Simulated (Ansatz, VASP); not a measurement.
## Two plane-wave programs on Ti4RuC

INCAR

```
SYSTEM = Ti4RuC
PREC     = Accurate       ! precision mode
ENCUT    = 600            ! plane-wave cutoff, eV
EDIFF    = 1E-7           ! SCF threshold, eV
ISMEAR   = 0              ! smearing method
SIGMA    = 0.2            ! smearing width, eV
LREAL    = .False.        ! projectors in reciprocal space
LASPH    = .True.         ! aspherical terms in the spheres
NELM     = 100            ! most SCF steps
ALGO     = Normal         ! electronic algorithm
ISIF     = 3              ! what is computed and relaxed
LWAVE    = .False.        ! write WAVECAR
LCHARG   = .False.        ! write CHGCAR
GGA      = PE             ! functional
IBRION   = 2              ! ionic algorithm
NSW      = 36             ! ionic steps
EDIFFG   = -0.08          ! ionic threshold
```

File KPOINTS:

```
regular mesh
0
Gamma
  4 4 4
  0 0 0
```

POSCAR

```
Ti4RuC
1.0
    5.0693158800      0.0000000000      0.0000000000
   -2.5346579400      4.3901563300      0.0000000000
    0.0000000000      0.0000000000      3.8215052500
Ti Ru C
4 1 1
Direct
    0.6666666700      0.3333333300      0.0000000000
    0.0101650000      0.5050825000      0.5000000000
    0.4949175000      0.5050825000      0.5000000000
    0.4949175000      0.9898350000      0.5000000000
    0.0000000000      0.0000000000      0.0000000000
    0.3333333300      0.6666666700      0.0000000000
```

Input for Ansatz:

```yaml
crystal:
  lattice:
    - [5.06931588, 0.0, 0.0]
    - [-2.53465794, 4.39015633, 0.0]
    - [0.0, 0.0, 3.82150525]
  atoms:
    - { symbol: Ti, position: [0.66666667, 0.33333333, 0.0] }
    - { symbol: Ti, position: [0.010165, 0.5050825, 0.5] }
    - { symbol: Ti, position: [0.4949175, 0.5050825, 0.5] }
    - { symbol: Ti, position: [0.4949175, 0.989835, 0.5] }
    - { symbol: Ru, position: [0.0, 0.0, 0.0] }
    - { symbol: C, position: [0.33333333, 0.66666667, 0.0] }
basis:
  ecutwfc: 420
kpoints:
  mp_grid: { grid: [4, 4, 4] }
hamiltonian:
  xc: pbe
scf:
  occupations: { method: gaussian, width: 0.2 }
  lower_state_search: "off"
output:
  forces: true
  stress: true
  eigenvalues: true
relax:
  adjacent_minimum: "off"
  f_tol: 0.08
  max_steps: 16
  cell: { stress_tol: 0.8 }
```

Change from the starting cell: species swapped into the SmBeCu4 type (P-6m2, No. 187).

Alike in both runs: task relaxation of cell and atoms; functional PBE; k mesh 4 × 4 × 4; occupations gaussian, width 0.2 eV; no spin polarisation.

|  | VASP | Ansatz |
| --- | --- | --- |
| version | VASP 6.6.1 | Ansatz 0.2.0 |
| potentials or method | VASP PAW PBE potentials, release 64 (Ti_sv, Ru_pv, C), cutoff 600 eV | scalar-relativistic, plane waves, PAW |
| valence electrons in the cell | 66 | 68 |

|  | VASP | Ansatz | Ansatz less VASP |
| --- | --- | --- | --- |
| gap on the k mesh at the Fermi level, each at its own relaxed structure (eV) | none | none | - |
| relaxed volume (Å³/atom) | 14.78 | 14.76 | -0.025 |
| relaxed length of the cell vector where the two differ most in proportion (Å) | 3.144 | 3.138 | -0.0063 |

A gap of «none» marks a metal or a gap that the smearing closes. VASP's potentials hold 66 valence electrons a cell and Ansatz's 68, so a difference there can come from the potentials and not from the codes.

The k mesh is coarse, so the values compare programs but aren't converged.
